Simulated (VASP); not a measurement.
# KF in VASP: further runs, part 2 of 2

VASP 6.6.1. Earlier steps stand in the parts before.

## Step 5: Single point, r2SCAN (strain +0.000 along x and y, -0.025 along z)

POSCAR reads:

```
KF
1.0
    0.0000000000      2.6735000000      2.6066625000
    2.6735000000      0.0000000000      2.6066625000
    2.6735000000      2.6735000000      0.0000000000
K F
1 1
Direct
    0.0000000000      0.0000000000      0.0000000000
    0.5000000000      0.5000000000      0.5000000000
```

INCAR.step1 reads:

```
SYSTEM = KF
  PREC = Accurate
  ENCUT = 520
  ISMEAR = 0
  SIGMA = 0.05
  LREAL = .False.
  LASPH = .True.
  NELM = 60
  NBANDS = 15
  GGA = PE
  ALGO = Normal
  EDIFF = 1E-4
  LWAVE = .True.
  LCHARG = .False.
```

INCAR.step2 reads:

```
SYSTEM = KF
  PREC = Accurate
  ENCUT = 520
  EDIFF = 1E-6
  ISMEAR = 0
  SIGMA = 0.05
  LREAL = .False.
  LASPH = .True.
  NELM = 60
  ALGO = Normal
  ISIF = 2
  LWAVE = .False.
  LCHARG = .False.
  METAGGA = R2SCAN
  LMIXTAU = .True.
  NBANDS = 15
  ISTART = 1
```

KPOINTS reads:

```
Automatic mesh
0
Gamma
  8 8 8
  0 0 0
```

Started as:

```
cat potpaw_PBE.64/K_sv/POTCAR potpaw_PBE.64/F/POTCAR > POTCAR
cp INCAR.step1 INCAR
mpirun -np 1 vasp_std > vasp.out
cp INCAR.step2 INCAR
mpirun -np 1 vasp_std > vasp.out
```

Run time: 2.4 min. Hardware: 1 thread of Intel Xeon 8259CL, shared host; peak memory 0.18 GiB.

The run converged. Its results:

```yaml
Free_energy: -14.9687 eV
Pressure: 0.4 GPa
Band_gap_on_the_k_mesh: 6.92 eV
```

Stress tensor (GPa, compression positive):
```
-0.24  0.00  0.00
 0.00 -0.24  0.00
 0.00  0.00  1.57
```

Levels at points of the mesh, in eV from the valence-band top:
| k point | band 5 | band 6 | band 7 | band 8 | band 9 | band 10 | band 11 | band 12 |
| --- | --- | --- | --- | --- | --- | --- | --- | --- |
| (0.00, 0.00, 0.00) | -9.55 | -0.05 | -0.05 | 0.00 | 6.92 | 11.44 | 11.44 | 11.59 |
| (0.50, 0.00, 0.00) | -9.57 | -0.82 | -0.39 | -0.38 | 9.74 | 11.39 | 12.93 | 13.09 |
| (0.50, 0.50, 0.00) | -9.80 | -0.17 | -0.10 | -0.10 | 8.68 | 11.34 | 12.74 | 14.71 |
| (0.50, 0.00, 0.50) | -9.76 | -0.25 | -0.09 | -0.04 | 8.79 | 11.32 | 12.51 | 14.73 |

Caveat: the cell differs from its parent crystal (strain +0.000 along x and y, -0.025 along z); the PAW data sets were made with another functional, which shifts forces and pressure a little. A k mesh can miss the band edges.

## Step 6: Single point, r2SCAN (strain -0.025 along x and y, +0.025 along z)

POSCAR reads:

```
KF
1.0
    0.0000000000      2.6066625000      2.7403375000
    2.6066625000      0.0000000000      2.7403375000
    2.6066625000      2.6066625000      0.0000000000
K F
1 1
Direct
    0.0000000000      0.0000000000      0.0000000000
    0.5000000000      0.5000000000      0.5000000000
```

INCAR.step1 reads:

```
SYSTEM = KF
  ALGO = Normal
  EDIFF = 1E-4
  ENCUT = 520
  GGA = PE
  ISMEAR = 0
  LASPH = .TRUE.
  LCHARG = .FALSE.
  LREAL = .FALSE.
  LWAVE = .TRUE.
  NBANDS = 15
  NELM = 80
  PREC = Accurate
  SIGMA = 0.05
```

INCAR.step2 reads:

```
SYSTEM = KF
  ALGO = Normal
  EDIFF = 1E-6
  ENCUT = 520
  ISIF = 2
  ISMEAR = 0
  ISTART = 1
  LASPH = .TRUE.
  LCHARG = .FALSE.
  LMIXTAU = .TRUE.
  LREAL = .FALSE.
  LWAVE = .FALSE.
  METAGGA = R2SCAN
  NBANDS = 15
  NELM = 80
  PREC = Accurate
  SIGMA = 0.05
```

KPOINTS reads:

```
k-points
0
G
  8 8 8
  0 0 0
```

Potentials or basis: VASP PAW PBE potentials, release 64 (K_sv, F).

Started as:

```
cat potpaw_PBE.64/K_sv/POTCAR potpaw_PBE.64/F/POTCAR > POTCAR
cp INCAR.step1 INCAR
mpirun -np 1 vasp_std > vasp.out
cp INCAR.step2 INCAR
mpirun -np 1 vasp_std > vasp.out
```

OUTCAR:

```text
SYSTEM = KF
   EDIFF = 1E-6
   ENCUT = 520
   ISIF = 2
   ISMEAR = 0
   ISTART = 1
   LASPH = .TRUE.
   LREAL = .FALSE.
   METAGGA = R2SCAN
   NELM = 80
   PREC = Accurate

 ion  position               nearest neighbor table
   1  0.000  0.000  0.000-   2 2.61   2 2.61   2 2.61   2 2.61   2 2.74   2 2.74
   2  0.500  0.500  0.500-   1 2.61   1 2.61   1 2.61   1 2.61   1 2.74   1 2.74

  LATTYP: Found a body centered tetragonal cell.
 ALAT       =     3.6863774600
 C/A-ratio  =     1.4867373348

  Lattice vectors:

 A1 = (  -2.6066625000,   0.0000000000,   2.7403375000)
[... 611 lines left out ...]
     12       9.7469      0.00000
     13      11.2877      0.00000
     14      11.4507      0.00000
     15      15.5806      0.00000

 [... further k-points ...]
[... 5 lines left out ...]
  --------------------------------------------------------------------------------------
  -------------------------------------------------------------------------------------
  Total        0.3765417      0.3765417     -0.3547707      0.0000000      0.0000000      0.0000000
  in kB       16.2001840     16.2001840    -15.2635210      0.0000000      0.0000000      0.0000000
  external PRESSURE =       5.7122824 kB  Pullay stress =       0.0000000 kB

 VOLUME and BASIS-vectors are now :
 -----------------------------------------------------------------------------
  energy-cutoff  :      520.00
  volume of cell :       37.24
      direct lattice vectors                 reciprocal lattice vectors
     0.000000000  2.606662500  2.740337500    -0.191816163  0.191816163  0.182459277
     2.606662500  0.000000000  2.740337500     0.191816163 -0.191816163  0.182459277
     2.606662500  2.606662500  0.000000000     0.191816163  0.191816163 -0.182459277

 POSITION                                       TOTAL-FORCE (eV/Angst)
 -----------------------------------------------------------------------------------
      0.00000      0.00000      0.00000         0.000000      0.000000      0.000000
      2.60666      2.60666      2.74034        -0.000000     -0.000000      0.000000
 -----------------------------------------------------------------------------------
    total drift:                                0.000000      0.000000      0.000000

  FREE ENERGIE OF THE ION-ELECTRON SYSTEM (eV)
  ---------------------------------------------------
  free  energy   TOTEN  =       -14.9595979792 eV

  energy  without entropy=      -14.9595979792  energy(sigma->0) =      -14.95959798
```

OUTCAR.step1:

```text
SYSTEM = KF
   EDIFF = 1E-4
   ENCUT = 520
   GGA = PE
   ISMEAR = 0
   LASPH = .TRUE.
   LREAL = .FALSE.
[... 653 lines left out ...]
      0.00000      0.00000      0.00000         0.000000     -0.000000      0.000000
      2.60666      2.60666      2.74034        -0.000000      0.000000      0.000000
 -----------------------------------------------------------------------------------
    total drift:                                0.000000      0.000000      0.000000

  FREE ENERGIE OF THE ION-ELECTRON SYSTEM (eV)
  ---------------------------------------------------
  free  energy   TOTEN  =        -8.2659121974 eV

  energy  without entropy=       -8.2659121974  energy(sigma->0) =       -8.26591220
```

It took 2.3 min on 1 thread of Intel Xeon 8259CL, shared host; peak memory 0.18 GiB.

What came out:

```yaml
Free_energy: -14.9596 eV
Pressure: 0.6 GPa
Band_gap_on_the_k_mesh: 6.92 eV
```

Caveat: the cell differs from its parent crystal (strain -0.025 along x and y, +0.025 along z); the PAW data sets were made with another functional, which shifts forces and pressure a little.

## Step 7: Summary

```csv
cell,gap on the mesh (eV),pressure (GPa)
"a = 3.686 Å, angles 60.0°, 2 atoms",7.24,2.5
"a = 3.875 Å, angles 60.0°, 2 atoms",6.44,-2.6
"a = 3.688, b = 3.688, c = 3.592 Å, angles 60.9, 60.9, 58.3°, 2 atoms",7.34,4.2
"a = 3.734, b = 3.734, c = 3.781 Å, angles 59.6, 59.6, 60.8°, 2 atoms",6.92,0.4
"a = 3.782, b = 3.782, c = 3.686 Å, angles 60.8, 60.8, 58.3°, 2 atoms",6.92,0.6
```

Alike in all rows: task single point; level r2SCAN; potentials or basis VASP PAW PBE potentials, release 64 (K_sv, F); no spin polarisation; k mesh 8 × 8 × 8; cutoff (eV) 520; smearing gaussian 0.05 eV.

Caveats: the PAW data sets were made with another functional, which shifts forces and pressure a little; the cell stands under pressure (at least some runs).

Absolute energies hang on the potentials; compare differences alone.
